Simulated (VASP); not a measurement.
# Pd (I4/mmm) in VASP: a series of runs

Runs on Pd. Level: PBEsol. Tasks: single point.

Everything below comes from runs of VASP 6.6.1. Logs are shortened: lines on timing, memory, paths and dates and some standing lists are left out, and cuts for length are marked.

## (1) The cell of the first run

Symmetry: I4/mmm, No. 139, tetragonal system. Conventional cell: a = 2.530 Å, b = 2.530 Å, c = 3.734 Å, α = 90.00°, β = 90.00°, γ = 90.00°. Pd (site symmetry 4/mmm) has 12 Pd at 2.53 to 2.59 Å within 3.3 Å.

## (2) Single point, PBEsol (strain -0.080 along x and y, -0.040 along z)

INCAR

```
SYSTEM = Pd
PREC = Accurate
ENCUT = 520
EDIFF = 1E-6
ISMEAR = 0
SIGMA = 0.15
LREAL = .FALSE.
LASPH = .TRUE.
NELM = 80
ALGO = Normal
ISIF = 2
LWAVE = .FALSE.
LCHARG = .FALSE.
GGA = PS
NBANDS = 11
```

KPOINTS

```
Automatic mesh
0
G
  20 20 20
  0 0 0
```

POSCAR

```
Pd
1.0
    0.0000000000      1.7893080000      1.8671040000
    1.7893080000      0.0000000000      1.8671040000
    1.7893080000      1.7893080000      0.0000000000
Pd
1
Direct
    0.0000000000      0.0000000000      0.0000000000
```

Potentials or basis: VASP PAW PBE potentials, release 64 (Pd).

The run is started by

```console
$ cat potpaw_PBE.64/Pd/POTCAR > POTCAR
$ mpirun -np 1 vasp_std > vasp.out
```

OUTCAR:

```text
SYSTEM = Pd
   PREC = Accurate
   ENCUT = 520
   EDIFF = 1E-6
   ISMEAR = 0
   LREAL = .FALSE.
   LASPH = .TRUE.
   NELM = 80
   ISIF = 2
   GGA = PS

 ion  position               nearest neighbor table
   1  0.000  0.000  0.000-

  LATTYP: Found a body centered tetragonal cell.
 ALAT       =     2.5304636409
 C/A-ratio  =     1.4757011086

  Lattice vectors:

 A1 = (  -1.7893080000,   0.0000000000,   1.8671040000)
 A2 = (   1.7893080000,   0.0000000000,   1.8671040000)
 A3 = (   0.0000000000,   1.7893080000,  -1.8671040000)

Analysis of symmetry for initial positions (statically):
=====================================================================
 Subroutine PRICEL returns:
 Original cell was already a primitive cell.

 Routine SETGRP: Setting up the symmetry group for a
 body centered tetragonal supercell.

 Subroutine GETGRP returns: Found 16 space group operations
 (whereof 16 operations were pure point group operations)
 out of a pool of 16 trial point group operations.

The static configuration has the point symmetry D_4h.

Analysis of symmetry for dynamics (positions and initial velocities):
=====================================================================
 Subroutine PRICEL returns:
 Original cell was already a primitive cell.

 Routine SETGRP: Setting up the symmetry group for a
 body centered tetragonal supercell.

 Subroutine GETGRP returns: Found 16 space group operations
 (whereof 16 operations were pure point group operations)
 out of a pool of 16 trial point group operations.

The dynamic configuration has the point symmetry D_4h.

 Subroutine INISYM returns: Found 16 space group operations
 (whereof 16 operations are pure point group operations),
 and found     1 'primitive' translations

----------------------------------------------------------------------------------------

                                     Primitive cell

  volume of cell :      11.9555

  direct lattice vectors                    reciprocal lattice vectors
     0.000000000  1.789308000  1.867104000    -0.279437637  0.279437637  0.267794402
     1.789308000  0.000000000  1.867104000     0.279437637 -0.279437637  0.267794402
     1.789308000  1.789308000  0.000000000     0.279437637  0.279437637 -0.267794402

  length of vectors
     2.586058867  2.586058867  2.530463641     0.477372630  0.477372630  0.477372630

  position of ions in fractional coordinates (direct lattice)
     0.000000000  0.000000000  0.000000000

  ion indices of the primitive-cell ions
   primitive index   ion index
                 1           1

----------------------------------------------------------------------------------------

 KPOINTS: Automatic mesh

Automatic generation of k-mesh.
 Grid dimensions read from file:
 generate k-points for:   20   20   20

 Generating k-lattice:

  Cartesian coordinates                     Fractional coordinates (reciprocal lattice)
    -0.013971882  0.013971882  0.013389720     0.050000000  0.000000000  0.000000000
     0.013971882 -0.013971882  0.013389720     0.000000000  0.050000000  0.000000000
     0.013971882  0.013971882 -0.013389720    -0.000000000 -0.000000000  0.050000000

  Length of vectors
     0.023868632  0.023868632  0.023868632

  Shift w.r.t. Gamma in fractional coordinates (k-lattice)
     0.000000000  0.000000000  0.000000000

 Subroutine IBZKPT returns following result:
 ===========================================

 Found    641 irreducible k-points:

 Following reciprocal coordinates:
            Coordinates               Weight
  0.000000  0.000000  0.000000      1.000000
  0.050000 -0.000000  0.000000      8.000000
  0.100000 -0.000000  0.000000      8.000000
  0.150000 -0.000000  0.000000      8.000000
  0.200000 -0.000000  0.000000      8.000000
  0.250000 -0.000000  0.000000      8.000000
[... 16 lines left out ...]
 -0.400000  0.050000  0.000000      8.000000
 -0.350000  0.050000  0.000000      8.000000
 [... further k-points ...]
   k-points           NKPTS =    641   k-points in BZ     NKDIM =    641   number of bands    NBANDS=     11
   number of dos      NEDOS =    301   number of ions     NIONS =      1
   total plane-waves  NPLWV =   8000
   dimension x,y,z NGX =    20 NGY =   20 NGZ =   20
   dimension x,y,z NGXF=    40 NGYF=   40 NGZF=   40
   ions per type =               1
   NGX,Y,Z   is equivalent  to a cutoff of  12.86, 12.86, 13.14 a.u.
   NGXF,Y,Z  is equivalent  to a cutoff of  25.71, 25.71, 26.28 a.u.
 SYSTEM =  Pd
   PREC   = accura    normal or accurate (medium, high low for compatibility)
   ISTART =      0    job   : 0-new  1-cont  2-samecut
   ICHARG =      2    charge: 1-file 2-atom 10-const
   ISPIN  =      1    spin polarized calculation?
   LNONCOLLINEAR =      F non collinear calculations
   LSORBIT =      F    spin-orbit coupling
   LASPH  =      T    aspherical Exc in radial PAW
   ENCUT  =  520.0 eV  38.22 Ry    6.18 a.u.   4.81  4.81  4.70*2*pi/ulx,y,z
   NELM   =     80;   NELMIN=  2; NELMDL= -5     # of ELM steps
   EDIFF  = 0.1E-05   stopping-criterion for ELM
   LREAL  =      F    real-space projection
[... 7 lines left out ...]
   TEBEG  =    0.0;   TEEND  =   0.0 temperature during run
   PSTRESS=    0.0 pullay stress
   NELECT =      10.0000    total number of electrons
   NUPDOWN=      -1.0000    fix difference up-down
   EMIN   =  10.00;   EMAX   =-10.00  energy-range for DOS
   EFERMI =   0.00;   METHOD = LEGACY
   ISMEAR =     0;   SIGMA  =   0.15  broadening in eV -4-tet -1-fermi 0-gaus
   EFERMI_NEDOS =   21; number of points for ismear=-14 and -15
   IALGO  =     38    algorithm
   IMIX   =      4    mixing-type and parameters
     AMIX     =   0.40;   BMIX     =  1.00
     AMIX_MAG =   1.60;   BMIX_MAG =  1.00
  volume/ion in A,a.u.               =      11.96        80.68
  Fermi-wavevector in a.u.,A,eV,Ry     =   1.542477  2.914858 32.371446  2.379234
  Thomas-Fermi vector in A             =   2.648276
   LORBIT       =      0    0 simple, 1 ext, 2 COOP (PROOUT), +10 PAW based schemes
   GGA     = PS    functional components
   LHFCALC =     F    Hartree Fock is set to
   AEXX    =    0.0000 exact exchange contribution
   IVDW    =     0    specifies the selected vdW correction
   LEPSILON=     F    determine dielectric tensor
   LRPA    =     F    only Hartree local field effects (RPA)
 non-spin polarized calculation
 Gauss-broadening in eV      SIGMA  =   0.15
  energy-cutoff  :      520.00
  volume of cell :       11.96
 maximum number of plane-waves:       342
   NGX =  9   NGY =  9   NGZ =  9

 number of electron      10.0000002 magnetization

 Free energy of the ion-electron system (eV)
  ---------------------------------------------------
  ext. energy  EPLUGINS =         0.00000000
  ---------------------------------------------------
  free energy    TOTEN  =        -5.52379069 eV

  energy without entropy =       -5.50413114  energy(sigma->0) =       -5.51396092

 E-fermi :  13.6403     XC(G=0): -14.7260

 val. band max:       13.6372960831   @ k =   0.5000   0.0500   0.1500
 cond. band min:      13.6438003076   @ k =  -0.4500   0.3000   0.0500
 fundamental gap:      0.0065042246
 Fermi energy:        13.6402569732

 k-point     1 :       0.0000    0.0000    0.0000
  band No.  band energies     occupation
      1       4.6297      2.00000
      2       9.2899      2.00000
      3       9.8358      2.00000
      4       9.8358      2.00000
      5      11.6184      2.00000
      6      12.2323      2.00000
      7      30.6312      0.00000
      8      35.6796      0.00000
      9      37.1130      0.00000
     10      37.1130      0.00000
     11      38.8465      0.00000

 k-point     2 :       0.0500   -0.0000    0.0000
  band No.  band energies     occupation
      1       4.7407      2.00000
      2       9.3072      2.00000
      3       9.8127      2.00000
      4       9.8793      2.00000
      5      11.6007      2.00000
      6      12.2008      2.00000
      7      30.7931      0.00000
      8      35.5338      0.00000
      9      36.7618      0.00000
     10      37.2774      0.00000
     11      38.8604      0.00000

 k-point     3 :       0.1000   -0.0000    0.0000
  band No.  band energies     occupation
      1       5.0612      2.00000
      2       9.3185      2.00000
      3       9.7882      2.00000
      4       9.9985      2.00000
      5      11.5671      2.00000
      6      12.1214      2.00000
      7      31.2361      0.00000
      8      34.5211      0.00000
      9      36.8473      0.00000
     10      37.7563      0.00000
     11      38.8712      0.00000

 k-point     4 :       0.1500   -0.0000    0.0000
  band No.  band energies     occupation
      1       5.5464      2.00000
      2       9.2744      2.00000
      3       9.8251      2.00000
      4      10.1549      2.00000
      5      11.5772      2.00000
      6      12.0418      2.00000
      7      31.8128      0.00000
      8      33.0277      0.00000
      9      37.5139      0.00000
     10      38.5058      0.00000
     11      38.8716      0.00000

 k-point     5 :       0.2000   -0.0000    0.0000
  band No.  band energies     occupation
      1       6.0906      2.00000
      2       9.2926      2.00000
      3       9.8551      2.00000
      4      10.2769      2.00000
      5      11.7159      2.00000
      6      12.0428      2.00000
      7      31.3781      0.00000
      8      32.3394      0.00000
      9      38.4453      0.00000
     10      38.8672      0.00000
     11      39.4381      0.00000

 k-point     6 :       0.2500   -0.0000    0.0000
  band No.  band energies     occupation
      1       6.5044      2.00000
      2       9.6065      2.00000
      3       9.8035      2.00000
      4      10.2917      2.00000
      5      12.0257      2.00000
      6      12.2002      2.00000
      7      29.7642      0.00000
      8      32.3319      0.00000
      9      38.8518      0.00000
     10      39.4696      0.00000
     11      40.3001      0.00000

 k-point     7 :       0.3000   -0.0000    0.0000
  band No.  band energies     occupation
      1       6.6508      2.00000
      2       9.6788      2.00000
      3      10.2012      2.00000
      4      10.3695      2.00000
      5      12.4612      2.00000
      6      12.5031      2.00000
      7      28.0703      0.00000
      8      31.8216      0.00000
      9      38.8586      0.00000
     10      39.6689      0.00000
     11      40.0795      0.00000

 k-point     8 :       0.3500    0.0000    0.0000
  band No.  band energies     occupation
      1       6.6085      2.00000
      2       9.5388      2.00000
      3      10.0658      2.00000
      4      11.4613      2.00000
      5      12.8680      2.00000
      6      12.9363      2.00000
      7      26.3272      0.00000
      8      31.1175      0.00000
      9      38.4354      0.00000
     10      38.8669      0.00000
     11      38.9448      0.00000
[... 141 lines left out ...]
 k-point    19 :       0.4000    0.0500    0.0000
  band No.  band energies     occupation
      1       6.6222      2.00000
      2       9.3670      2.00000
      3      10.0724      2.00000
      4      11.7014      2.00000
      5      13.2763      1.99940
      6      13.6003      1.29368
      7      25.2687      0.00000
      8      30.8049      0.00000
      9      37.4576      0.00000
     10      37.6888      0.00000
     11      38.8944      0.00000

 k-point    20 :       0.4500    0.0500    0.0000
  band No.  band energies     occupation
      1       6.5305      2.00000
      2       9.2741      2.00000
      3       9.9607      2.00000
      4      12.4684      2.00000
      5      13.4809      1.86696
      6      14.3952      0.00000
      7      23.7695      0.00000
      8      30.3378      0.00000
      9      36.6764      0.00000
     10      36.9632      0.00000
     11      38.8840      0.00000

 k-point    21 :       0.5000    0.0500    0.0000
  band No.  band energies     occupation
      1       6.4808      2.00000
      2       9.2410      2.00000
      3       9.8964      2.00000
      4      12.8525      2.00000
      5      13.5356      1.67641
      6      14.9830      0.00000
      7      22.8934      0.00000
      8      30.1135      0.00000
      9      36.0416      0.00000
     10      36.8543      0.00000
     11      38.8824      0.00000

 k-point    22 :      -0.4500    0.0500    0.0000
  band No.  band energies     occupation
      1       6.4900      2.00000
      2       9.2692      2.00000
      3       9.8912      2.00000
      4      12.8136      2.00000
      5      13.4202      1.96202
      6      14.9640      0.00000
      7      23.0411      0.00000
      8      30.1442      0.00000
      9      35.8768      0.00000
     10      37.1906      0.00000
     11      38.8824      0.00000

 k-point    23 :      -0.4000    0.0500    0.0000
  band No.  band energies     occupation
      1       6.5567      2.00000
      2       9.3523      2.00000
      3       9.9469      2.00000
      4      12.3292      2.00000
      5      13.1514      2.00000
      6      14.4287      0.00000
      7      24.1326      0.00000
      8      30.4275      0.00000
      9      36.1907      0.00000
     10      37.9701      0.00000
     11      38.8822      0.00000

 k-point    24 :      -0.3500    0.0500    0.0000
  band No.  band energies     occupation
      1       6.6595      2.00000
      2       9.4753      2.00000
      3      10.0554      2.00000
      4      11.4738      2.00000
      5      12.7767      2.00000
      6      13.7707      0.21860
      7      25.7238      0.00000
      8      30.9433      0.00000
      9      36.9093      0.00000
     10      38.8834      0.00000
     11      39.1459      0.00000

 [... further k-points ...]
[... 5 lines left out ...]
  --------------------------------------------------------------------------------------
  -------------------------------------------------------------------------------------
  Total        5.2108357      5.2108357      4.7038246      0.0000000      0.0000000      0.0000000
  in kB      698.3115909    698.3115909    630.3663026      0.0000000      0.0000000      0.0000000
  external PRESSURE =     675.6631615 kB  Pullay stress =       0.0000000 kB

 VOLUME and BASIS-vectors are now :
 -----------------------------------------------------------------------------
  energy-cutoff  :      520.00
  volume of cell :       11.96
      direct lattice vectors                 reciprocal lattice vectors
     0.000000000  1.789308000  1.867104000    -0.279437637  0.279437637  0.267794402
     1.789308000  0.000000000  1.867104000     0.279437637 -0.279437637  0.267794402
     1.789308000  1.789308000  0.000000000     0.279437637  0.279437637 -0.267794402

 POSITION                                       TOTAL-FORCE (eV/Angst)
 -----------------------------------------------------------------------------------
      0.00000      0.00000      0.00000         0.000000      0.000000      0.000000
 -----------------------------------------------------------------------------------
    total drift:                                0.000000      0.000000      0.000000

  FREE ENERGIE OF THE ION-ELECTRON SYSTEM (eV)
  ---------------------------------------------------
  free  energy   TOTEN  =        -5.5237906906 eV

  energy  without entropy=       -5.5041311408  energy(sigma->0) =       -5.51396092
```

Wall time 72 s (1 thread of Intel Xeon 8259CL, shared host); peak memory 0.2 GiB.

What came out:

```
Free energy            : -5.5238 eV
Pressure               : 67.6 GPa
Band gap on the k mesh : zero (bands 5 and 6 overlap by 2.47 eV)
```

Stress tensor (GPa, compression positive):
```
69.83  0.00  0.00
 0.00 69.83  0.00
 0.00  0.00 63.04
```

Levels at points of the mesh, in eV from the Fermi level:
```
           k point  band 1  band 2  band 3  band 4  band 5  band 6  band 7  band 8  band 9  band 10
(0.00, 0.00, 0.00)   -9.01   -4.35   -3.80   -3.80   -2.02   -1.41   16.99   22.04   23.47    23.47
(0.50, 0.00, 0.00)   -7.24   -4.33   -3.82   -0.11    0.12    0.46    9.20   16.35   22.63    23.38
(0.50, 0.50, 0.00)   -7.51   -7.14    0.01    0.44    0.44    2.64   12.31   14.83   14.83    24.53
(0.50, 0.00, 0.50)   -7.54   -7.13   -0.05    0.25    0.68    3.62   13.59   13.73   14.25    24.16
```

Caveat: the cell differs from its parent crystal (strain -0.080 along x and y, -0.040 along z); the cell stands under pressure; the PAW data sets were made with another functional, which shifts forces and pressure a little.

## (3) Single point, PBEsol (strain -0.080 along x and y, +0.000 along z)

INCAR, as its differences from that of step 2:

```diff
@@ -3,3 +3,3 @@
 ENCUT = 520
-EDIFF = 1E-6
+EDIFF = 1E-7
 ISMEAR = 0
@@ -8,3 +8,3 @@
 LASPH = .TRUE.
-NELM = 80
+NELM = 60
 ALGO = Normal
```

KPOINTS

```
regular mesh
0
G
  20 20 20
  0 0 0
```

POSCAR

```
Pd
1.0
    0.0000000000      1.7893080000      1.9449000000
    1.7893080000      0.0000000000      1.9449000000
    1.7893080000      1.7893080000      0.0000000000
Pd
1
Direct
    0.0000000000      0.0000000000      0.0000000000
```

Potentials or basis: VASP PAW PBE potentials, release 64 (Pd).

The run is started by

```console
$ cat potpaw_PBE.64/Pd/POTCAR > POTCAR
$ mpirun -np 1 vasp_std > vasp.out
```

Run time: 92 s. Hardware: 1 thread of Intel Xeon 8259CL, shared host; peak memory 0.21 GiB.

It converged, with:

* Free energy: -5.6837 eV
* Pressure: 48.6 GPa
* Band gap on the k mesh: zero (bands 5 and 6 overlap by 2.46 eV)

Stress tensor (GPa, compression positive):
```
52.70  0.00  0.00
 0.00 52.70  0.00
 0.00  0.00 40.50
```

Levels at points of the mesh, in eV from the Fermi level:
```
           k point  band 2  band 3  band 4  band 5  band 6  band 7  band 8  band 9
(0.00, 0.00, 0.00)   -4.39   -3.35   -3.35   -2.20   -1.05   17.18   21.15   23.72
(0.50, 0.00, 0.00)   -4.26   -3.33   -0.19    0.21    0.58    8.84   16.29   22.08
(0.50, 0.50, 0.00)   -6.70    0.06    0.39    0.39    2.09   11.05   15.18   15.18
(0.50, 0.00, 0.50)   -6.64   -0.10    0.02    0.85    3.93   13.13   13.49   14.00
```

Caveat: the cell differs from its parent crystal (strain -0.080 along x and y, +0.000 along z); the cell stands under pressure; the PAW data sets were made with another functional, which shifts forces and pressure a little.

## (4) Single point, PBEsol (strain -0.040 along x and y, -0.080 along z)

INCAR

```
SYSTEM = Pd
ALGO = Fast
EDIFF = 1E-6
ENCUT = 520
GGA = PS
ISIF = 2
ISMEAR = 0
LASPH = .TRUE.
LCHARG = .TRUE.
LELF = .TRUE.
LREAL = .FALSE.
LVHAR = .TRUE.
LWAVE = .FALSE.
NBANDS = 11
NELM = 100
PREC = Accurate
SIGMA = 0.15
```

KPOINTS

```
k-points
0
G
  20 20 20
  0 0 0
```

POSCAR

```
Pd
1.0
    0.0000000000      1.8671040000      1.7893080000
    1.8671040000      0.0000000000      1.7893080000
    1.8671040000      1.8671040000      0.0000000000
Pd
1
Direct
    0.0000000000      0.0000000000      0.0000000000
```

The run is started by

```console
$ cat potpaw_PBE.64/Pd/POTCAR > POTCAR
$ mpirun -np 1 vasp_std > vasp.out
```

Wall time 91 s (1 thread of Intel Xeon 8259CL, shared host); peak memory 0.2 GiB.

Results (log left out):

```
Free energy            : -5.7105 eV
Pressure               : 47.1 GPa
Band gap on the k mesh : zero (bands 5 and 6 overlap by 2.27 eV)
```

Stress tensor (GPa, compression positive):
```
45.79  0.00  0.00
 0.00 45.79  0.00
 0.00  0.00 49.71
```

Levels at points of the mesh, in eV from the Fermi level:
```csv
k point,band 1,band 2,band 3,band 4,band 5,band 6,band 7,band 8,band 9,band 10
"(0.00, 0.00, 0.00)",-8.63,-3.89,-3.89,-3.40,-1.87,-1.34,17.07,22.34,22.34,23.76
"(0.50, 0.00, 0.00)",-6.81,-4.05,-3.55,-0.12,0.12,0.55,8.77,16.42,22.19,23.06
"(0.50, 0.50, 0.00)",-7.06,-6.69,-0.04,0.43,0.43,3.93,13.47,13.47,13.47,23.47
"(0.50, 0.00, 0.50)",-7.04,-6.66,-0.04,0.23,0.58,2.95,12.20,14.08,14.56,24.10
```

Caveat: the cell differs from its parent crystal (strain -0.040 along x and y, -0.080 along z); the cell stands under pressure; the PAW data sets were made with another functional, which shifts forces and pressure a little.

[end of part 1 of 2]
